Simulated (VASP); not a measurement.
# As (Pm-3m) in VASP: a series of runs

As is run at these levels: revPBE; tasks: single point.

All numbers are computed with VASP 6.6.1; they aren't measurements. Logs are shortened: lines on timing, memory, paths and dates and some standing lists are left out, and cuts for length are marked.

### 1 The cell of the first run

It takes space group Pm-3m (No. 221, cubic). Conventional cell: a = 2.633 Å, b = 2.633 Å, c = 2.633 Å, α = 90.00°, β = 90.00°, γ = 90.00°. Within 3.5 Å of As (site symmetry m-3m) lie 6 As at 2.63 Å.

### 2 Single point, revPBE (volume scaled by 0.88)

Input file INCAR:

```
PREC = Accurate
ENCUT = 520
EDIFF = 1E-6
ISMEAR = -1
SIGMA = 0.1
LREAL = False
LASPH = True
NELM = 60
ALGO = Normal
ISIF = 2
LWAVE = False
LCHARG = True
GGA = RE
LELF = True
LVHAR = True
NBANDS = 8
```

Input file KPOINTS:

```
Automatic mesh
0
Gamma
  13 13 13
```

Input file POSCAR:

```
As
1.0
    2.6333939341      0.0000000000      0.0000000000
    0.0000000000      2.6333939341      0.0000000000
    0.0000000000      0.0000000000      2.6333939341
As
1
Direct
    0.0000000000      0.0000000000      0.0000000000
```

Potentials or basis: VASP PAW PBE potentials, release 64 (As).

Started as:

```bash
$ cat potpaw_PBE.64/As/POTCAR > POTCAR
$ mpirun -np 1 vasp_std > vasp.out
```

OUTCAR:

```text
PREC = Accurate
   ENCUT = 520
   EDIFF = 1E-6
   ISMEAR = -1
   LREAL = False
   LASPH = True
   NELM = 60
   ISIF = 2
   GGA = RE

 ion  position               nearest neighbor table
   1  0.000  0.000  0.000-

  LATTYP: Found a simple cubic cell.
 ALAT       =     2.6333939341

  Lattice vectors:

 A1 = (   2.6333939341,   0.0000000000,   0.0000000000)
 A2 = (   0.0000000000,   2.6333939341,   0.0000000000)
 A3 = (   0.0000000000,   0.0000000000,   2.6333939341)

Analysis of symmetry for initial positions (statically):
=====================================================================
 Subroutine PRICEL returns:
 Original cell was already a primitive cell.

 Routine SETGRP: Setting up the symmetry group for a
 simple cubic supercell.

 Subroutine GETGRP returns: Found 48 space group operations
 (whereof 48 operations were pure point group operations)
 out of a pool of 48 trial point group operations.

The static configuration has the point symmetry O_h .

Analysis of symmetry for dynamics (positions and initial velocities):
=====================================================================
 Subroutine PRICEL returns:
 Original cell was already a primitive cell.

 Routine SETGRP: Setting up the symmetry group for a
 simple cubic supercell.

 Subroutine GETGRP returns: Found 48 space group operations
 (whereof 48 operations were pure point group operations)
 out of a pool of 48 trial point group operations.

The dynamic configuration has the point symmetry O_h .

 Subroutine INISYM returns: Found 48 space group operations
 (whereof 48 operations are pure point group operations),
 and found     1 'primitive' translations

----------------------------------------------------------------------------------------

                                     Primitive cell

  volume of cell :      18.2620

  direct lattice vectors                    reciprocal lattice vectors
     2.633393934  0.000000000  0.000000000     0.379738097  0.000000000  0.000000000
     0.000000000  2.633393934  0.000000000     0.000000000  0.379738097  0.000000000
     0.000000000  0.000000000  2.633393934     0.000000000  0.000000000  0.379738097

  length of vectors
     2.633393934  2.633393934  2.633393934     0.379738097  0.379738097  0.379738097

  position of ions in fractional coordinates (direct lattice)
     0.000000000  0.000000000  0.000000000

  ion indices of the primitive-cell ions
   primitive index   ion index
                 1           1

----------------------------------------------------------------------------------------

 KPOINTS: Automatic mesh

Automatic generation of k-mesh.
 Grid dimensions read from file:
 generate k-points for:   13   13   13

 Generating k-lattice:

  Cartesian coordinates                     Fractional coordinates (reciprocal lattice)
     0.029210623  0.000000000  0.000000000     0.076923077  0.000000000  0.000000000
     0.000000000  0.029210623  0.000000000     0.000000000  0.076923077  0.000000000
     0.000000000  0.000000000  0.029210623     0.000000000  0.000000000  0.076923077

  Length of vectors
     0.029210623  0.029210623  0.029210623

  Shift w.r.t. Gamma in fractional coordinates (k-lattice)
     0.000000000  0.000000000  0.000000000

 Subroutine IBZKPT returns following result:
 ===========================================

 Found     84 irreducible k-points:

 Following reciprocal coordinates:
            Coordinates               Weight
  0.000000  0.000000  0.000000      1.000000
  0.076923  0.000000  0.000000      6.000000
  0.153846  0.000000  0.000000      6.000000
  0.230769  0.000000  0.000000      6.000000
  0.307692  0.000000  0.000000      6.000000
  0.384615  0.000000  0.000000      6.000000
[... 16 lines left out ...]
  0.307692  0.307692  0.000000     12.000000
  0.384615  0.307692  0.000000     24.000000
 [... further k-points ...]
   k-points           NKPTS =     84   k-points in BZ     NKDIM =     84   number of bands    NBANDS=      8
   number of dos      NEDOS =    301   number of ions     NIONS =      1
   total plane-waves  NPLWV =   8000
   dimension x,y,z NGX =    20 NGY =   20 NGZ =   20
   dimension x,y,z NGXF=    40 NGYF=   40 NGZF=   40
   ions per type =               1
   NGX,Y,Z   is equivalent  to a cutoff of  12.63, 12.63, 12.63 a.u.
   NGXF,Y,Z  is equivalent  to a cutoff of  25.25, 25.25, 25.25 a.u.
 SYSTEM =  unknown system
   PREC   = accura    normal or accurate (medium, high low for compatibility)
   ISTART =      0    job   : 0-new  1-cont  2-samecut
   ICHARG =      2    charge: 1-file 2-atom 10-const
   ISPIN  =      1    spin polarized calculation?
   LNONCOLLINEAR =      F non collinear calculations
   LSORBIT =      F    spin-orbit coupling
   LASPH  =      T    aspherical Exc in radial PAW
   ENCUT  =  520.0 eV  38.22 Ry    6.18 a.u.   4.90  4.90  4.90*2*pi/ulx,y,z
   NELM   =     60;   NELMIN=  2; NELMDL= -5     # of ELM steps
   EDIFF  = 0.1E-05   stopping-criterion for ELM
   LREAL  =      F    real-space projection
   EDIFFG = 0.1E-04   stopping-criterion for IOM
   NSW    =      0    number of steps for IOM
   IBRION =     -1    ionic relax: 0-MD 1-quasi-New 2-CG
   NFREE  =      0    steps in history (QN), initial steepest desc. (CG)
   ISIF   =      2    stress and relaxation
   ISYM   =      2    0-nonsym 1-usesym 2-fastsym
   POTIM  = 0.5000    time-step for ionic-motion
   TEBEG  =    0.0;   TEEND  =   0.0 temperature during run
   PSTRESS=    0.0 pullay stress
   NELECT =       5.0000    total number of electrons
   NUPDOWN=      -1.0000    fix difference up-down
   EMIN   =  10.00;   EMAX   =-10.00  energy-range for DOS
   EFERMI =   0.00;   METHOD = LEGACY
   ISMEAR =    -1;   SIGMA  =   0.10  broadening in eV -4-tet -1-fermi 0-gaus
   EFERMI_NEDOS =   21; number of points for ismear=-14 and -15
   IALGO  =     38    algorithm
   IMIX   =      4    mixing-type and parameters
     AMIX     =   0.40;   BMIX     =  1.00
     AMIX_MAG =   1.60;   BMIX_MAG =  1.00
  volume/ion in A,a.u.               =      18.26       123.24
  Fermi-wavevector in a.u.,A,eV,Ry     =   1.063039  2.008852 15.375276  1.130051
  Thomas-Fermi vector in A             =   2.198510
   LORBIT       =      0    0 simple, 1 ext, 2 COOP (PROOUT), +10 PAW based schemes
   GGA     = RE    functional components
   LHFCALC =     F    Hartree Fock is set to
   AEXX    =    0.0000 exact exchange contribution
   IVDW    =     0    specifies the selected vdW correction
   LEPSILON=     F    determine dielectric tensor
   LRPA    =     F    only Hartree local field effects (RPA)
 non-spin polarized calculation
  energy-cutoff  :      520.00
  volume of cell :       18.26
 maximum number of plane-waves:       505
 NGX is ok and might be reduce to    20
   NGX =  9   NGY =  9   NGZ =  9

 number of electron       4.9999999 magnetization

 Free energy of the ion-electron system (eV)
  ---------------------------------------------------
  ext. energy  EPLUGINS =         0.00000000
  ---------------------------------------------------
  free energy    TOTEN  =        -4.16192312 eV

  energy without entropy =       -4.15355166  energy(sigma->0) =       -4.15773739

 E-fermi :   7.0584     XC(G=0): -10.7507

 val. band max:        7.0441955329   @ k =   0.3077   0.2308   0.2308
 cond. band min:       7.0723147295   @ k =   0.3077   0.3077   0.3077
 fundamental gap:      0.0281191966
 Fermi energy:         7.0583667039

 k-point     1 :       0.0000    0.0000    0.0000
  band No.  band energies     occupation
      1      -8.7740      2.00000
      2      11.4268      0.00000
      3      11.4268      0.00000
      4      11.4268      0.00000
      5      15.4768      0.00000
      6      15.4768      0.00000
      7      18.2740      0.00000
      8      32.8703      0.00000

 k-point     2 :       0.0769    0.0000    0.0000
  band No.  band energies     occupation
      1      -8.6562      2.00000
      2       9.8923      0.00000
      3      11.5333      0.00000
      4      11.5333      0.00000
      5      15.5797      0.00000
      6      16.6100      0.00000
      7      18.9742      0.00000
      8      31.1560      0.00000

 k-point     3 :       0.1538    0.0000    0.0000
  band No.  band energies     occupation
      1      -8.3057      2.00000
      2       7.3698      0.08503
      3      11.8449      0.00000
      4      11.8449      0.00000
      5      15.8846      0.00000
      6      17.5768      0.00000
      7      21.3929      0.00000
      8      28.7404      0.00000

 k-point     4 :       0.2308    0.0000    0.0000
  band No.  band energies     occupation
      1      -7.7331      2.00000
      2       4.8858      2.00000
      3      12.3347      0.00000
      4      12.3347      0.00000
      5      16.3771      0.00000
      6      18.2847      0.00000
      7      24.3587      0.00000
      8      26.4914      0.00000

 k-point     5 :       0.3077    0.0000    0.0000
  band No.  band energies     occupation
      1      -6.9675      2.00000
      2       2.6363      2.00000
      3      12.9447      0.00000
      4      12.9447      0.00000
      5      17.0212      0.00000
      6      19.1160      0.00000
      7      24.5448      0.00000
      8      24.5448      0.00000

 k-point     6 :       0.3846    0.0000    0.0000
  band No.  band energies     occupation
      1      -6.0932      2.00000
      2       0.7555      2.00000
      3      13.5594      0.00000
      4      13.5594      0.00000
      5      17.7249      0.00000
      6      20.1299      0.00000
      7      23.0344      0.00000
      8      23.0344      0.00000

 k-point     7 :       0.4615    0.0000    0.0000
  band No.  band energies     occupation
      1      -5.3767      2.00000
      2      -0.4686      2.00000
      3      13.9761      0.00000
      4      13.9761      0.00000
      5      18.2570      0.00000
      6      21.2552      0.00000
      7      22.1689      0.00000
      8      22.1689      0.00000

 k-point     8 :       0.0769    0.0769    0.0000
  band No.  band energies     occupation
      1      -8.5385      2.00000
      2       9.8281      0.00000
      3      10.1895      0.00000
      4      11.6397      0.00000
      5      16.1688      0.00000
      6      17.5000      0.00000
      7      19.3987      0.00000
      8      29.4125      0.00000

 k-point     9 :       0.1538    0.0769    0.0000
  band No.  band energies     occupation
      1      -8.1879      2.00000
      2       7.4694      0.03227
      3      10.3538      0.00000
      4      11.9512      0.00000
      5      16.5857      0.00000
      6      18.6272      0.00000
      7      21.4645      0.00000
      8      27.0297      0.00000

 k-point    10 :       0.2308    0.0769    0.0000
  band No.  band energies     occupation
      1      -7.6153      2.00000
      2       4.9936      2.00000
      3      10.8561      0.00000
      4      12.4407      0.00000
      5      17.1125      0.00000
      6      19.2491      0.00000
      7      23.7692      0.00000
      8      25.5022      0.00000
[... 78 lines left out ...]
 k-point    18 :       0.4615    0.1538    0.0000
  band No.  band energies     occupation
      1      -4.9044      2.00000
      2      -0.0278      2.00000
      3      10.2726      0.00000
      4      14.3862      0.00000
      5      16.5929      0.00000
      6      20.2149      0.00000
      7      22.5780      0.00000
      8      23.2480      0.00000

 k-point    19 :       0.2308    0.2308    0.0000
  band No.  band energies     occupation
      1      -6.6917      2.00000
      2       5.4907      2.00000
      3       6.2630      1.99930
      4      13.2377      0.00000
      5      17.9071      0.00000
      6      19.4153      0.00000
      7      25.1984      0.00000
      8      26.0386      0.00000

 k-point    20 :       0.3077    0.2308    0.0000
  band No.  band energies     occupation
      1      -5.9248      2.00000
      2       3.5785      2.00000
      3       6.6162      1.97626
      4      13.8432      0.00000
      5      16.6854      0.00000
      6      19.3907      0.00000
      7      25.4073      0.00000
      8      25.9266      0.00000

 k-point    21 :       0.3846    0.2308    0.0000
  band No.  band energies     occupation
      1      -5.0467      2.00000
      2       1.7207      2.00000
      3       7.3244      0.13065
      4      14.4519      0.00000
      5      15.1321      0.00000
      6      20.2040      0.00000
      7      23.9246      0.00000
      8      25.0354      0.00000

 k-point    22 :       0.4615    0.2308    0.0000
  band No.  band energies     occupation
      1      -4.3232      2.00000
      2       0.4974      2.00000
      3       7.8551      0.00069
      4      14.1538      0.00000
      5      14.8636      0.00000
      6      21.0377      0.00000
      7      23.0722      0.00000
      8      23.9024      0.00000

 k-point    23 :       0.3077    0.3077    0.0000
  band No.  band energies     occupation
      1      -5.1552      2.00000
      2       3.9302      2.00000
      3       4.7127      2.00000
      4      14.4441      0.00000
      5      14.6920      0.00000
      6      20.0972      0.00000
      7      25.8061      0.00000
      8      26.3053      0.00000

 k-point    24 :       0.3846    0.3077    0.0000
  band No.  band energies     occupation
      1      -4.2708      2.00000
      2       2.3856      2.00000
      3       5.1071      2.00000
      4      13.0380      0.00000
      5      15.0466      0.00000
      6      21.0092      0.00000
      7      24.5527      0.00000
      8      25.9558      0.00000

 [... further k-points ...]

------------------------ aborting loop because EDIFF is reached ----------------------------------------

  FORCE on cell =-STRESS in cart. coord.  units (eV):
  Direction    XX          YY          ZZ          XY          YZ          ZX
  --------------------------------------------------------------------------------------
  -------------------------------------------------------------------------------------
  Total        1.4531630      1.4531630      1.4531630      0.0000000      0.0000000     -0.0000000
  in kB      127.4903842    127.4903842    127.4903842      0.0000000      0.0000000     -0.0000000
  external PRESSURE =     127.4903842 kB  Pullay stress =       0.0000000 kB

 VOLUME and BASIS-vectors are now :
 -----------------------------------------------------------------------------
  energy-cutoff  :      520.00
  volume of cell :       18.26
      direct lattice vectors                 reciprocal lattice vectors
     2.633393934  0.000000000  0.000000000     0.379738097  0.000000000  0.000000000
     0.000000000  2.633393934  0.000000000     0.000000000  0.379738097  0.000000000
     0.000000000  0.000000000  2.633393934     0.000000000  0.000000000  0.379738097

 POSITION                                       TOTAL-FORCE (eV/Angst)
 -----------------------------------------------------------------------------------
      0.00000      0.00000      0.00000         0.000000      0.000000      0.000000
 -----------------------------------------------------------------------------------
    total drift:                                0.000000      0.000000      0.000000

  FREE ENERGIE OF THE ION-ELECTRON SYSTEM (eV)
  ---------------------------------------------------
  free  energy   TOTEN  =        -4.1619231229 eV

  energy  without entropy=       -4.1535516581  energy(sigma->0) =       -4.15773739
```

Run time: 4.4 s. Hardware: 1 thread of AMD EPYC 9R45 (Zen 5), shared host; peak memory 0.1 GiB.

Results:

| Item | Value |
| --- | --- |
| Free energy | -4.1619 eV |
| Pressure | 12.7 GPa |

Caveat: the PAW data sets were made with another functional, which shifts forces and pressure a little.

### 3 Single point, revPBE (volume scaled by 0.92)

Input file INCAR:

```
ALGO = Normal ; EDIFF = 1E-6
ENCUT = 520 ; GGA = RE
ISIF = 2 ; ISMEAR = -1
LASPH = True ; LCHARG = True
LELF = True ; LREAL = False
LVHAR = True ; LWAVE = False
NBANDS = 8 ; NELM = 100
PREC = Accurate ; SIGMA = 0.1
```

Input file KPOINTS:

```
k-points
0
Gamma
  13 13 13
```

Input file POSCAR:

```
As
1.0
    2.6727041167      0.0000000000      0.0000000000
    0.0000000000      2.6727041167      0.0000000000
    0.0000000000      0.0000000000      2.6727041167
As
1
Direct
    0.0000000000      0.0000000000      0.0000000000
```

Potentials or basis: VASP PAW PBE potentials, release 64 (As).

Started as:

```bash
$ cat potpaw_PBE.64/As/POTCAR > POTCAR
$ mpirun -np 1 vasp_std > vasp.out
```

Wall time 4.5 s (1 thread of AMD EPYC 9R45 (Zen 5), shared host); peak memory 0.1 GiB.

Results (log left out):

| Quantity | Value |
| --- | --- |
| Free energy | -4.2136 eV |
| Pressure | 7.4 GPa |

Levels at points of the mesh, in eV from the Fermi level:
| k point | band 1 | band 2 | band 3 | band 4 | band 5 | band 6 | band 7 |
| --- | --- | --- | --- | --- | --- | --- | --- |
| (0.00, 0.00, 0.00) | -15.40 | 4.20 | 4.20 | 4.20 | 8.38 | 8.38 | 10.82 |

Caveat: the PAW data sets were made with another functional, which shifts forces and pressure a little.

### 4 Single point, revPBE (volume scaled by 0.96)

Input file INCAR:

```
PREC = Accurate
ENCUT = 520
EDIFF = 1E-7
ISMEAR = -1
SIGMA = 0.1
LREAL = F
LASPH = T
NELM = 80
ALGO = Normal
ISIF = 2
LWAVE = F
LCHARG = T
GGA = RE
LELF = T
LVHAR = T
NBANDS = 8
```

Input file KPOINTS:

```
regular mesh
0
Gamma
  13 13 13
```

Input file POSCAR:

```
As
1.0
    2.7108907633      0.0000000000      0.0000000000
    0.0000000000      2.7108907633      0.0000000000
    0.0000000000      0.0000000000      2.7108907633
As
1
Direct
    0.0000000000      0.0000000000      0.0000000000
```

Started as:

```bash
$ cat potpaw_PBE.64/As/POTCAR > POTCAR
$ mpirun -np 1 vasp_std > vasp.out
```

Run time: 5.2 s. Hardware: 1 thread of AMD EPYC 9R45 (Zen 5), shared host; peak memory 0.1 GiB.

It converged, with:

- Free energy: -4.2405 eV
- Pressure: 3.1 GPa

Levels at points of the mesh, in eV from the Fermi level:
```csv
k point,band 1,band 2,band 3,band 4,band 5,band 6
"(0.00, 0.00, 0.00)",-15.00,4.04,4.04,4.04,8.35,8.35
```

Caveat: the PAW data sets were made with another functional, which shifts forces and pressure a little.

### 5 The runs side by side

```tsv
cell	gap on the mesh (eV)	pressure (GPa)
a = 2.633 Å, 1 atom	none	12.7
a = 2.673 Å, 1 atom	none	7.4
a = 2.711 Å, 1 atom	none	3.1
```

Alike in all rows: task single point; level revPBE; potentials or basis VASP PAW PBE potentials, release 64 (As); no spin polarisation; k mesh 13 × 13 × 13; cutoff (eV) 520; smearing fermi-dirac 0.1 eV.

Caveats: the PAW data sets were made with another functional, which shifts forces and pressure a little.

Total energies depend on the potentials used, so only differences within one code and one set of settings carry meaning.
